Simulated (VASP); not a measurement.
# YSe2 (Immm) in VASP: a series of runs

YSe2 is run at these levels: PBE; tasks: single point.

Program: VASP 6.6.1. These are calculated values, not measurements. Logs are shortened: lines on timing, memory, paths and dates and some standing lists are left out, and cuts for length are marked.

## 1. The cell of the first run

Symmetry: Immm, No. 71, orthorhombic system. The conventional cell has a = 4.085 Å, b = 5.340 Å, c = 13.351 Å, α = 90.00°, β = 90.00°, γ = 90.00°. Within 3.7 Å of Y (site symmetry mm2) lie 8 Se at 2.79 to 3.08 Å. Within 3.8 Å of Se (site symmetry mm2) lie 4 Y at 2.79 to 2.80 Å and 8 Se at 3.52 to 3.77 Å. Se (site symmetry m2m) has 2 Se at 2.42 to 2.92 Å and 4 Y at 3.08 Å within 3.2 Å.

## 2. Single point, PBE (uniaxial y strain -6.0%)

INCAR reads:

```
PREC     = Accurate       # precision mode
ENCUT    = 520            # plane-wave cutoff, eV
EDIFF    = 1E-7           # SCF threshold, eV
ISMEAR   = -1             # smearing method
SIGMA    = 0.02           # smearing width, eV
LREAL    = False          # projectors in reciprocal space
LASPH    = True           # aspherical terms in the spheres
NELM     = 60             # most SCF steps
ALGO     = Normal         # electronic algorithm
ISIF     = 2              # what is computed and relaxed
LWAVE    = False          # write WAVECAR
LCHARG   = True           # write CHGCAR
GGA      = PE             # functional
LELF     = True           # ELF
LVHAR    = True         
NBANDS   = 32             # bands
```

KPOINTS reads:

```
Automatic mesh
0
Gamma
  8 8 8
```

POSCAR reads:

```
YSe2
1.0
   -2.0425305596      2.6699648101      6.6755306718
    2.0425305596     -2.6699648101      6.6755306718
    2.0425305596      2.6699648101     -6.6755306718
Y Se
2 4
Direct
    0.8534986471      0.8534986471      0.0000000000
    0.1465013529      0.1465013529      0.0000000000
    0.7107834711      0.2107834711      0.5000000000
    0.2892165289      0.7892165289      0.5000000000
    0.7737879463      0.5000000000      0.2737879463
    0.2262120537      0.5000000000      0.7262120537
```

Potentials or basis: VASP PAW PBE potentials, release 64 (Y_sv, Se).

Started as:

```
cat potpaw_PBE.64/Y_sv/POTCAR potpaw_PBE.64/Se/POTCAR > POTCAR
mpirun -np 1 vasp_std > vasp.out
```

OUTCAR:

```text
PREC = Accurate
   ENCUT = 520
   EDIFF = 1E-7
   ISMEAR = -1
   LREAL = False
   LASPH = True
   NELM = 60
   ISIF = 2
   GGA = PE

 ion  position               nearest neighbor table
   1  0.853  0.853  0.000-   3 2.79   3 2.79   4 2.80   4 2.80   6 3.08   5 3.08   5 3.08   6 3.08
                             2 3.91   2 4.35   2 4.35   2 4.35   2 4.35
   2  0.147  0.147  0.000-   4 2.79   4 2.79   3 2.80   3 2.80   6 3.08   5 3.08   6 3.08   5 3.08
                             1 3.91   1 4.35   1 4.35   1 4.35   1 4.35
   3  0.711  0.211  0.500-   1 2.79   1 2.79   2 2.80   2 2.80
   4  0.289  0.789  0.500-   2 2.79   2 2.79   1 2.80   1 2.80
   5  0.774  0.500  0.274-   6 2.42   2 3.08   1 3.08   1 3.08   2 3.08
   6  0.226  0.500  0.726-   5 2.42   1 3.08   2 3.08   2 3.08   1 3.08

  LATTYP: Found a body centered orthorhombic cell.
 ALAT       =     4.0850611192
 B/A-ratio  =     1.3071847555
 C/A-ratio  =     3.2682647711

  Lattice vectors:

 A1 = (  -2.0425305596,   2.6699648101,   6.6755306718)
 A2 = (   2.0425305596,  -2.6699648101,   6.6755306718)
 A3 = (   2.0425305596,   2.6699648101,  -6.6755306718)

Analysis of symmetry for initial positions (statically):
=====================================================================
 Subroutine PRICEL returns:
 Original cell was already a primitive cell.

 Routine SETGRP: Setting up the symmetry group for a
 body centered orthorhombic supercell.

 Subroutine GETGRP returns: Found  8 space group operations
 (whereof  8 operations were pure point group operations)
 out of a pool of  8 trial point group operations.

The static configuration has the point symmetry D_2h.

Analysis of symmetry for dynamics (positions and initial velocities):
=====================================================================
 Subroutine PRICEL returns:
 Original cell was already a primitive cell.

 Routine SETGRP: Setting up the symmetry group for a
 body centered orthorhombic supercell.

 Subroutine GETGRP returns: Found  8 space group operations
 (whereof  8 operations were pure point group operations)
 out of a pool of  8 trial point group operations.

The dynamic configuration has the point symmetry D_2h.

 Subroutine INISYM returns: Found  8 space group operations
 (whereof  8 operations are pure point group operations),
 and found     1 'primitive' translations

----------------------------------------------------------------------------------------

                                     Primitive cell

[... 100 lines left out ...]
   EDIFFG = 0.1E-05   stopping-criterion for IOM
   NSW    =      0    number of steps for IOM
   IBRION =     -1    ionic relax: 0-MD 1-quasi-New 2-CG
   NFREE  =      0    steps in history (QN), initial steepest desc. (CG)
   ISIF   =      2    stress and relaxation
   ISYM   =      2    0-nonsym 1-usesym 2-fastsym
   POTIM  = 0.5000    time-step for ionic-motion
   TEBEG  =    0.0;   TEEND  =   0.0 temperature during run
   PSTRESS=    0.0 pullay stress
   NELECT =      46.0000    total number of electrons
   NUPDOWN=      -1.0000    fix difference up-down
   EMIN   =  10.00;   EMAX   =-10.00  energy-range for DOS
   EFERMI =   0.00;   METHOD = LEGACY
   ISMEAR =    -1;   SIGMA  =   0.02  broadening in eV -4-tet -1-fermi 0-gaus
   EFERMI_NEDOS =   21; number of points for ismear=-14 and -15
   IALGO  =     38    algorithm
   IMIX   =      4    mixing-type and parameters
     AMIX     =   0.40;   BMIX     =  1.00
     AMIX_MAG =   1.60;   BMIX_MAG =  1.00
  volume/ion in A,a.u.               =      24.27       163.78
  Fermi-wavevector in a.u.,A,eV,Ry     =   1.114947  2.106944 16.913489  1.243106
  Thomas-Fermi vector in A             =   2.251547
   LORBIT       =      0    0 simple, 1 ext, 2 COOP (PROOUT), +10 PAW based schemes
   GGA     = PE    functional components
   LHFCALC =     F    Hartree Fock is set to
   AEXX    =    0.0000 exact exchange contribution
   IVDW    =     0    specifies the selected vdW correction
   LEPSILON=     F    determine dielectric tensor
   LRPA    =     F    only Hartree local field effects (RPA)
 non-spin polarized calculation
  energy-cutoff  :      520.00
  volume of cell :      145.62
 maximum number of plane-waves:      3942
   NGX = 27   NGY = 27   NGZ = 27

 number of electron      46.0000000 magnetization

 Free energy of the ion-electron system (eV)
  ---------------------------------------------------
  ext. energy  EPLUGINS =         0.00000000
  ---------------------------------------------------
  free energy    TOTEN  =       -36.02842848 eV

  energy without entropy =      -36.02505995  energy(sigma->0) =      -36.02674421

 E-fermi :   3.5276     XC(G=0):  -9.7959

 val. band max:        3.5268252636   @ k =   0.3750  -0.2500   0.1250
 cond. band min:       3.5338085833   @ k =   0.5000  -0.0000   0.0000
 fundamental gap:      0.0069833197
 Fermi energy:         3.5275795172

 k-point     1 :       0.0000    0.0000    0.0000
  band No.  band energies     occupation
      1     -38.5617      2.00000
      2     -38.5529      2.00000
      3     -18.7426      2.00000
      4     -18.5805      2.00000
      5     -18.5530      2.00000
      6     -18.5506      2.00000
[... 829 lines left out ...]
     31       8.1601      0.00000
     32       8.5570      0.00000

 [... further k-points ...]

------------------------ aborting loop because EDIFF is reached ----------------------------------------

  FORCE on cell =-STRESS in cart. coord.  units (eV):
  Direction    XX          YY          ZZ          XY          YZ          ZX
  --------------------------------------------------------------------------------------
  -------------------------------------------------------------------------------------
  Total        1.5497240      7.6931641      2.4302970     -0.0000000      0.0000000      0.0000000
  in kB       17.0508116     84.6439047     26.7393009     -0.0000000      0.0000000      0.0000000
  external PRESSURE =      42.8113391 kB  Pullay stress =       0.0000000 kB

 VOLUME and BASIS-vectors are now :
 -----------------------------------------------------------------------------
  energy-cutoff  :      520.00
  volume of cell :      145.62
      direct lattice vectors                 reciprocal lattice vectors
    -2.042530560  2.669964810  6.675530672     0.000000000  0.187268386  0.074900412
     2.042530560 -2.669964810  6.675530672     0.244794379  0.000000000  0.074900412
     2.042530560  2.669964810 -6.675530672     0.244794379  0.187268386  0.000000000

 POSITION                                       TOTAL-FORCE (eV/Angst)
 -----------------------------------------------------------------------------------
      0.00000      0.00000     11.39511        -0.000000      0.000000      0.161382
      0.00000      0.00000      1.95595         0.000000      0.000000     -0.161382
      0.00000      2.66996      2.81418        -0.000000      0.000000     -0.039066
      2.04253      0.00000      3.86135         0.000000      0.000000      0.039066
      0.00000      1.46201      6.67553         0.000000     -0.488758      0.000000
      2.04253      1.20796      0.00000         0.000000      0.488758     -0.000000
 -----------------------------------------------------------------------------------
    total drift:                                0.000000      0.000000     -0.000000

  FREE ENERGIE OF THE ION-ELECTRON SYSTEM (eV)
  ---------------------------------------------------
  free  energy   TOTEN  =       -36.0284284777 eV

  energy  without entropy=      -36.0250599519  energy(sigma->0) =      -36.02674421
```

OSZICAR:

```text
N       E                     dE             d eps       ncg     rms          rms(c)
DAV:   1     0.265190471054E+03    0.26519E+03   -0.21213E+04  6080   0.132E+03
[... 11 lines left out ...]
DAV:  13    -0.360284932447E+02    0.31687E-03   -0.28527E-03  8072   0.209E-01    0.676E-02
DAV:  14    -0.360284450771E+02    0.48168E-04   -0.29759E-04  7688   0.825E-02    0.672E-02
DAV:  15    -0.360284279017E+02    0.17175E-04   -0.15507E-04  7416   0.472E-02    0.217E-02
DAV:  16    -0.360284282610E+02   -0.35924E-06   -0.12038E-05  7800   0.157E-02    0.852E-03
DAV:  17    -0.360284286594E+02   -0.39840E-06   -0.16243E-06  9520   0.548E-03    0.589E-03
DAV:  18    -0.360284284459E+02    0.21350E-06   -0.35168E-07  6904   0.294E-03    0.140E-03
DAV:  19    -0.360284284777E+02   -0.31824E-07   -0.76777E-08  5368   0.142E-03
   1 F= -.36028428E+02 E0= -.36026744E+02  d E =-.336853E-02
```

Wall time 11 min (1 thread of Intel Xeon 6975P-C (Granite Rapids), shared host); peak memory 0.71 GiB.

Results:

| Item | Value |
| --- | --- |
| Free energy | -36.0284 eV |
| Pressure | 4.3 GPa |
| Largest force | 0.489 eV/Å |
| Band gap on the k mesh | zero (bands 23 and 24 overlap by 0.26 eV) |

Forces in eV/Å, atoms in the order of the input:
```
Y    0.000  0.000  0.161
Y    0.000  0.000 -0.161
Se   0.000  0.000 -0.039
Se   0.000  0.000  0.039
Se   0.000 -0.489  0.000
Se   0.000  0.489  0.000
```

Levels at points of the mesh, in eV from the Fermi level:
| k point | band 19 | band 20 | band 21 | band 22 | band 23 | band 24 | band 25 | band 26 | band 27 | band 28 |
| --- | --- | --- | --- | --- | --- | --- | --- | --- | --- | --- |
| (0.00, 0.00, 0.00) | -0.87 | -0.73 | -0.49 | 0.08 | 0.17 | 1.39 | 2.75 | 3.41 | 3.45 | 3.57 |
| (0.50, 0.00, 0.00) | -1.85 | -1.34 | -1.26 | -0.73 | -0.67 | 0.01 | 1.43 | 2.77 | 3.47 | 3.57 |
| (0.00, 0.50, 0.00) | -2.01 | -1.87 | -1.36 | -0.94 | -0.87 | 2.97 | 3.48 | 3.85 | 4.17 | 4.23 |
| (0.50, 0.50, 0.00) | -1.87 | -1.68 | -1.22 | -1.00 | -0.61 | 0.05 | 3.11 | 3.76 | 3.85 | 4.00 |
| (0.50, 0.50, 0.50) | -1.93 | -1.05 | -0.43 | -0.37 | 0.23 | 0.99 | 2.64 | 3.39 | 3.71 | 4.43 |

Caveat: the cell differs from its parent crystal (uniaxial y strain -6.0%); the stress differs along the axes, from 2 to 8 GPa.

## 3. Single point, PBE (biaxial xy strain -1.4%)

INCAR reads:

```
SYSTEM = YSe2
PREC = Accurate ; ENCUT = 520
EDIFF = 1E-6 ; ISMEAR = -1
SIGMA = 0.02 ; LREAL = .FALSE.
LASPH = .TRUE. ; NELM = 60
ALGO = Normal ; ISIF = 2
LWAVE = .FALSE. ; LCHARG = .FALSE.
GGA = PE ; NBANDS = 32
```

KPOINTS reads:

```
Automatic mesh
0
G
  8 8 8
  0 0 0
```

POSCAR reads:

```
YSe2
1.0
   -2.0149563970      2.8017447986      6.6755306718
    2.0149563970     -2.8017447986      6.6755306718
    2.0149563970      2.8017447986     -6.6755306718
Y Se
2 4
Direct
    0.8500289079      0.8500289079      0.0000000000
    0.1499710921      0.1499710921      0.0000000000
    0.7060746947      0.2060746947      0.5000000000
    0.2939253053      0.7939253053      0.5000000000
    0.7866245830      0.5000000000      0.2866245830
    0.2133754170      0.5000000000      0.7133754170
```

Potentials or basis: VASP PAW PBE potentials, release 64 (Y_sv, Se).

Started as:

```
cat potpaw_PBE.64/Y_sv/POTCAR potpaw_PBE.64/Se/POTCAR > POTCAR
mpirun -np 1 vasp_std > vasp.out
```

It took 8.7 min on 1 thread of Intel Xeon 6975P-C (Granite Rapids), shared host; peak memory 0.67 GiB.

The run converged. Its results:

* Free energy: -36.1936 eV
* Pressure: 2.1 GPa
* Largest force: 0.318 eV/Å
* Band gap on the k mesh: 0.07 eV (least direct gap 0.66 eV)

Forces on the atoms (eV/Å):
```
Y    0.000  0.000  0.074
Y    0.000  0.000 -0.074
Se   0.000  0.000 -0.057
Se   0.000  0.000  0.057
Se   0.000 -0.318  0.000
Se   0.000  0.318  0.000
```

Stress tensor (GPa, compression positive):
```
2.06 0.00 0.00
0.00 2.93 0.00
0.00 0.00 1.28
```

Levels at points of the mesh, in eV from the valence-band top:
```csv
k point,band 19,band 20,band 21,band 22,band 23,band 24,band 25,band 26,band 27,band 28
"(0.00, 0.00, 0.00)",-1.31,-0.94,-0.74,-0.26,-0.18,1.20,2.38,2.84,3.18,3.34
"(0.50, 0.00, 0.00)",-1.85,-1.67,-1.32,-0.92,-0.71,0.14,1.17,2.50,3.27,3.33
"(0.00, 0.50, 0.00)",-2.34,-2.12,-1.62,-1.24,-1.18,2.48,3.20,3.36,3.96,3.97
"(0.50, 0.50, 0.00)",-2.05,-1.89,-1.61,-1.15,-0.92,0.20,2.85,3.36,3.55,3.76
"(0.50, 0.50, 0.50)",-1.86,-1.61,-0.71,-0.69,0.00,0.79,2.45,3.02,3.06,4.00
```

Caveat: the cell differs from its parent crystal (biaxial xy strain -1.4%); semilocal functionals underestimate gaps, and a narrow one can read as zero.
